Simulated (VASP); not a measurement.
A run of VASP 6.6.1 is set up as follows.

INCAR

```
SYSTEM = TeO5
ALGO = Normal ; EDIFF = 1E-6
ENCUT = 520 ; GGA = PE
ISIF = 2 ; ISMEAR = 0
LASPH = .TRUE. ; LCHARG = .TRUE.
LELF = .TRUE. ; LREAL = .FALSE.
LVHAR = .TRUE. ; LWAVE = .FALSE.
NBANDS = 27 ; NELM = 60
PREC = Accurate ; SIGMA = 0.1
```

The input KPOINTS:

```
k-points
0
G
  6 6 2
  0 0 0
```

POSCAR

```
TeO5
1.0
    2.7148231900      0.0000000000      0.0000000000
    0.0000000000      2.7148231900      0.0000000000
    0.0000000000      0.0000000000     11.4999036200
Te O
1 5
Direct
    0.5000000000      0.5000000000      0.0000000000
    0.5000000000      0.5000000000      0.3344822800
    0.5000000000      0.5000000000      0.6655177200
    0.0000000000      0.0000000000      0.1759868000
    0.0000000000      0.0000000000      0.8240132000
    0.0000000000      0.0000000000      0.5000000000
```

Potentials or basis: VASP PAW PBE potentials, release 64 (Te, O).

Run with:

```console
$ cat potpaw_PBE.64/Te/POTCAR potpaw_PBE.64/O/POTCAR > POTCAR
$ mpirun -np 1 vasp_std > vasp.out
```

(1) Estimate the largest force.

(2) What does it give for the pressure?

## Answers

(1) 1.385 eV/Å.

(2) -9.2 GPa.

Caveat: the k points lie up to 0.39 Å⁻¹ apart, too coarse for converged energies and pressures of a metal; forces of over 1 eV/Å act on the atoms, so gaps and moduli don't describe the material at rest.
